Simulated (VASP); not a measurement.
# GaC30 (a cell with a defect) (Ga_C-V_C) in VASP: further runs, part 3 of 3

VASP 6.6.1.

## 6. Single point, PBE, collinear spin, ferromagnetic start

Input file INCAR:

```
ALGO = Normal ; EDIFF = 1E-6
ENCUT = 520 ; GGA = PE
GGA_COMPAT = F ; ISIF = 2
ISMEAR = 0 ; ISPIN = 2
LASPH = T ; LCHARG = T
LELF = T ; LORBIT = 11
LREAL = Auto ; LVHAR = T
LWAVE = F ; MAGMOM = 0.04 0.04 0.02 0.02 0.04 0.02 0.02 0.13 0.02 0.02 0.13 0.04 0.04 0.04 0.13 0.02 0.08 0.16 0.08 0.02 0.16 0.16 0.02 0.02 0.08 0.02 0.02 0.02 0.02 0.02 0.08
NBANDS = 92 ; NELECT = 135.0
NELM = 200 ; NUPDOWN = 3.0
PREC = Accurate ; SIGMA = 0.01
```

Input file KPOINTS:

```
Automatic mesh
0
Gamma
  1 1 1
  0.25 0.25 0.25
```

Input file POSCAR:

```
GaC30
1.0
   -3.5716218700      3.5716218700      3.5716218700
    3.5716218700     -3.5716218700      3.5716218700
    3.5716218700      3.5716218700     -3.5716218700
C Ga
30 1
Direct
    0.0048220822      0.0139142340      0.0048220822
    0.0048220822      0.2548220822      0.7639142340
    0.0017791128      0.5009035620      0.5034529079
    0.0017791128      0.7534529079      0.2509035620
    0.2551006915      0.0041323824      0.7541323824
    0.2509035620      0.2517791128      0.5034529079
    0.2509035620      0.7534529079      0.0017791128
    0.4994170046      0.0195366854      0.4994170046
    0.5034529079      0.2517791128      0.2509035620
    0.5034529079      0.5009035620      0.0017791128
    0.4994170046      0.7494170046      0.7695366854
    0.7541323824      0.0041323824      0.2551006915
    0.7639142340      0.2548220822      0.0048220822
    0.7541323824      0.5051006915      0.7541323824
    0.7695366854      0.7494170046      0.4994170046
   -0.0002408059      0.0036687177      0.7536687177
    0.0045797453      0.2545797453      0.4968152666
   -0.0108022257      0.5079546575      0.2579546575
    0.0045797453      0.7468152666      0.0045797453
    0.2526090204      0.0065445869      0.5054019813
    0.2579546575      0.2391977743      0.2579546575
    0.2579546575      0.5079546575     -0.0108022257
    0.2526090204      0.7554019813      0.7565445869
    0.5054019813      0.0065445869      0.2526090204
    0.4968152666      0.2545797453      0.0045797453
    0.5054019813      0.5026090204      0.7565445869
    0.7536687177      0.0036687177     -0.0002408059
    0.7536687177      0.2497591941      0.7536687177
    0.7565445869      0.5026090204      0.5054019813
    0.7565445869      0.7554019813      0.2526090204
    0.3851446322      0.6351446322      0.3851446322
```

Potentials or basis: VASP PAW PBE potentials, release 64 (C, Ga_d).

Started as:

```sh
$ cat potpaw_PBE.64/C/POTCAR potpaw_PBE.64/Ga_d/POTCAR > POTCAR
$ mpirun -np 1 vasp_std > vasp.out
```

OUTCAR:

```text
EDIFF = 1E-6
   ENCUT = 520
   GGA = PE
   ISIF = 2
   ISMEAR = 0
   ISPIN = 2
   LASPH = T
   LORBIT = 11
   LREAL = Auto
   NELECT = 135.0
   NELM = 200
   NUPDOWN = 3.0
   PREC = Accurate

 ion  position               nearest neighbor table
   1  0.005  0.014  0.005-  21 1.52  16 1.52  27 1.52  19 1.65
   2  0.005  0.255  0.764-  22 1.52  16 1.52  28 1.52  17 1.65
   3  0.002  0.501  0.503-  18 1.51  17 1.52  29 1.52  23 1.56
   4  0.002  0.753  0.251-  18 1.51  19 1.52  30 1.52  20 1.56
   5  0.255  0.004  0.754-  25 1.53  23 1.54  20 1.54  16 1.58
   6  0.251  0.252  0.503-  21 1.51  17 1.52  20 1.52  26 1.56
[... 22 lines left out ...]
  29  0.757  0.503  0.505-  15 1.52   3 1.52  14 1.54   9 1.56
  30  0.757  0.755  0.253-  15 1.52   4 1.52  12 1.54  10 1.56
  31  0.385  0.635  0.385-   8 2.02  11 2.02  15 2.02  18 2.06  21 2.06  22 2.06

  LATTYP: Found a body centered cubic cell.
 ALAT       =     7.1432437400

  Lattice vectors:

 A1 = (  -3.5716218700,   3.5716218700,   3.5716218700)
 A2 = (   3.5716218700,  -3.5716218700,   3.5716218700)
 A3 = (   3.5716218700,   3.5716218700,  -3.5716218700)

Analysis of symmetry for initial positions (statically):
=====================================================================
 Subroutine PRICEL returns:
 Original cell was already a primitive cell.

 Routine SETGRP: Setting up the symmetry group for a
 body centered cubic supercell.

 Subroutine GETGRP returns: Found  6 space group operations
 (whereof  2 operations were pure point group operations)
 out of a pool of 48 trial point group operations.

The static configuration has the point symmetry C_1h.
 The point group associated with its full space group is C_3v.

Analysis of symmetry for dynamics (positions and initial velocities):
=====================================================================
 Subroutine PRICEL returns:
 Original cell was already a primitive cell.

[... 222 lines left out ...]
      6      -6.2632      1.00000
[... 71 lines left out ...]
     78      16.3462      0.00000
     79      16.3462      0.00000
 Fermi energy:         9.6289339390

 spin component 2

 k-point     1 :       0.2500    0.2500    0.2500
  band No.  band energies     occupation
      1     -10.2705      1.00000
      2     -10.2705      1.00000
      3     -10.0227      1.00000
      4      -9.2765      1.00000
      5      -6.2084      1.00000
      6      -6.1294      1.00000
[... 71 lines left out ...]
     78      16.5023      0.00000
     79      16.5023      0.00000
 [bands above 79 left out]

------------------------ aborting loop because EDIFF is reached ----------------------------------------

  FORCE on cell =-STRESS in cart. coord.  units (eV):
  Direction    XX          YY          ZZ          XY          YZ          ZX
  --------------------------------------------------------------------------------------
  -------------------------------------------------------------------------------------
  Total       47.5146821     47.5146821     47.5146821    -14.2087580    -14.2087580    -14.2087580
  in kB      417.7168540    417.7168540    417.7168540   -124.9137615   -124.9137615   -124.9137615
  external PRESSURE =     417.7168540 kB  Pullay stress =       0.0000000 kB

 VOLUME and BASIS-vectors are now :
 -----------------------------------------------------------------------------
  energy-cutoff  :      520.00
  volume of cell :      182.25
      direct lattice vectors                 reciprocal lattice vectors
    -3.571621870  3.571621870  3.571621870     0.000000000  0.139992423  0.139992423
     3.571621870 -3.571621870  3.571621870     0.139992423  0.000000000  0.139992423
     3.571621870  3.571621870 -3.571621870     0.139992423  0.139992423  0.000000000

 POSITION                                       TOTAL-FORCE (eV/Angst)
 -----------------------------------------------------------------------------------
      0.04970     -0.01525      0.04970        -0.012707      0.029901     -0.012707
      3.62132      1.83551     -1.80106        -0.012707     -0.012707      0.029901
      3.58083      0.01546     -0.00275         0.012494      0.017032     -0.002475
      3.58083     -1.78856      1.80127         0.012494     -0.002475      0.017032
      1.79711      3.58984     -1.76759         0.003426      0.001590      0.001590
      1.80127      1.79502     -0.00275         0.017032      0.012494     -0.002475
[... 23 lines left out ...]
      0.89814      0.90630      4.49788        -0.012760      0.003663     -0.005649
      2.26850      0.48269      2.26850         0.010380      0.010380      0.010380
 -----------------------------------------------------------------------------------
    total drift:                                0.082310      0.082310      0.082310

  FREE ENERGIE OF THE ION-ELECTRON SYSTEM (eV)
  ---------------------------------------------------
  free  energy   TOTEN  =      -241.1205636942 eV

  energy  without entropy=     -241.1205636942  energy(sigma->0) =     -241.12056369

 total charge

# of ion       s       p       d       tot
------------------------------------------
    1        0.834   1.750   0.000   2.583
    2        0.834   1.750   0.000   2.583
    3        0.837   1.790   0.000   2.627
    4        0.837   1.790   0.000   2.627
    5        0.835   1.768   0.000   2.603
    6        0.837   1.790   0.000   2.627
[... 23 lines left out ...]
   30        0.835   1.779   0.000   2.614
   31        0.911   1.180  10.200  12.291
--------------------------------------------------
tot         25.971  54.466  10.200  90.637

 magnetization (x)

# of ion       s       p       d       tot
------------------------------------------
    1        0.012   0.027   0.000   0.039
    2        0.012   0.027   0.000   0.039
    3        0.002   0.016   0.000   0.018
    4        0.002   0.016   0.000   0.018
    5        0.009   0.033   0.000   0.042
    6        0.002   0.016   0.000   0.018
[... 23 lines left out ...]
   30        0.001   0.021   0.000   0.022
   31        0.018  -0.005   0.150   0.162
--------------------------------------------------
tot          0.276   1.512   0.150   1.937
```

It took 2.2 min on 1 thread of Intel Xeon Platinum 8488C (Sapphire Rapids), shared host; peak memory 0.39 GiB.

What came out:

* Free energy: -241.1206 eV
* Largest force: 0.035 eV/Å
* Net moment: 3.00 μB per cell
* Site moments: C +0.04, +0.02, +0.15, +0.01, +0.09, +0.18; Ga +0.16 μB
* Valence electrons inside the program's atomic spheres: C 2.58, 2.63, 2.60, 2.62, 2.61; Ga 12.29

Forces on the atoms (eV/Å):
```
C   -0.013  0.030 -0.013
C   -0.013 -0.013  0.030
C    0.012  0.017 -0.002
C    0.012 -0.002  0.017
C    0.003  0.002  0.002
C    0.017  0.012 -0.002
C    0.017 -0.002  0.012
C   -0.015 -0.005 -0.015
C   -0.002  0.012  0.017
C   -0.002  0.017  0.012
C   -0.015 -0.015 -0.005
C    0.002  0.002  0.003
C    0.030 -0.013 -0.013
C    0.002  0.003  0.002
C   -0.005 -0.015 -0.015
C    0.012 -0.002 -0.002
C    0.018  0.018 -0.013
C   -0.033 -0.005 -0.005
C    0.018 -0.013  0.018
C   -0.006 -0.013  0.004
C   -0.005 -0.033 -0.005
C   -0.005 -0.005 -0.033
C   -0.006  0.004 -0.013
C    0.004 -0.013 -0.006
C   -0.013  0.018  0.018
C    0.004 -0.006 -0.013
C   -0.002 -0.002  0.012
C   -0.002  0.012 -0.002
C   -0.013 -0.006  0.004
C   -0.013  0.004 -0.006
Ga   0.010  0.010  0.010
```

Caveat: the k points lie up to 1.24 Å⁻¹ apart; the cell carries a net charge on a neutralising background, which shifts energy and pressure; the cell is charged against a uniform background, so pressure and absolute levels hang on convention; the moment is held away from its start; the total moment is fixed, so each spin has its own Fermi level.
